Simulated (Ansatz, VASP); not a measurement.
## SbTe2O in VASP and in Ansatz

The input INCAR:

```
PREC = Accurate ; ENCUT = 600
EDIFF = 1E-6 ; ISMEAR = 0
SIGMA = 0.1 ; LREAL = F
LASPH = T ; NELM = 80
ALGO = Normal ; ISIF = 3
LWAVE = F ; LCHARG = F
GGA = PE ; IBRION = 2
NSW = 100 ; EDIFFG = -0.01
```

File KPOINTS:

```
Automatic mesh
0
Gamma
  12 12 8
```

The input POSCAR:

```
SbTe2O
1.0
    4.1158439645      0.0000000000      0.0000000000
    0.0000000000      4.1158439645      0.0000000000
    0.0000000000      0.0000000000      6.1017443486
Sb Te O
1 2 1
Direct
    0.0000000000      0.0000000000      0.0000000000
    0.0000000000      0.0000000000      0.5000000000
    0.5000000000      0.5000000000      0.0000000000
    0.5000000000      0.5000000000      0.5000000000
```

Input for Ansatz:

```yaml
crystal:
  lattice:
    - [4.1158439645, 0.0, 0.0]
    - [0.0, 4.1158439645, 0.0]
    - [0.0, 0.0, 6.1017443486]
  atoms:
    - { symbol: Sb, position: [0.0, 0.0, 0.0] }
    - { symbol: Te, position: [0.0, 0.0, 0.5] }
    - { symbol: Te, position: [0.5, 0.5, 0.0] }
    - { symbol: O, position: [0.5, 0.5, 0.5] }
basis:
  ecutwfc: 420
kpoints:
  mp_grid: { grid: [12, 12, 8] }
hamiltonian:
  xc: pbe
scf:
  occupations: { method: gaussian, width: 0.1 }
output:
  forces: true
  stress: true
  eigenvalues: true
  write_density: true
  write_potential: true
  elf: true
  volumetric_format: npy
relax:
  adjacent_minimum: "off"
  f_tol: 0.01
  max_steps: 80
  cell: { stress_tol: 0.05 }
```

Change from the starting cell: species swapped into the LiNdSe2 type (P4/mmm, No. 123).

Alike in both runs: task relaxation of cell and atoms; functional PBE; k mesh 12 × 12 × 8; occupations gaussian, width 0.1 eV; no spin polarisation.

|  | VASP | Ansatz |
| --- | --- | --- |
| version | VASP 6.6.1 | Ansatz 0.2.0 |
| potentials or method | VASP PAW PBE potentials, release 64 (Sb, Te, O), cutoff 600 eV | scalar-relativistic, plane waves, PAW |
| valence electrons in the cell | 23 | 53 |

VASP gave:

```
gap on the k mesh at the Fermi level, each at its own relaxed structure (eV) : none
relaxed volume (Å³/atom)                                                     : 25.71
relaxed cell length with the largest relative difference (Å)                 : 5.894
```

Task: Estimate Ansatz's values.

Result: gap on the k mesh at the Fermi level, each at its own relaxed structure (eV): none; relaxed volume (Å³/atom): 25.74; relaxed cell length with the largest relative difference (Å): 5.903.

A gap of «none» marks a metal or a gap that the smearing closes. VASP's potentials hold 23 valence electrons a cell and Ansatz's 53, so a difference there can come from the potentials and not from the codes.

Spin-orbit coupling is off throughout. Noted on VASP's run: too few bands were computed for a metal, which touches its energy and stress.
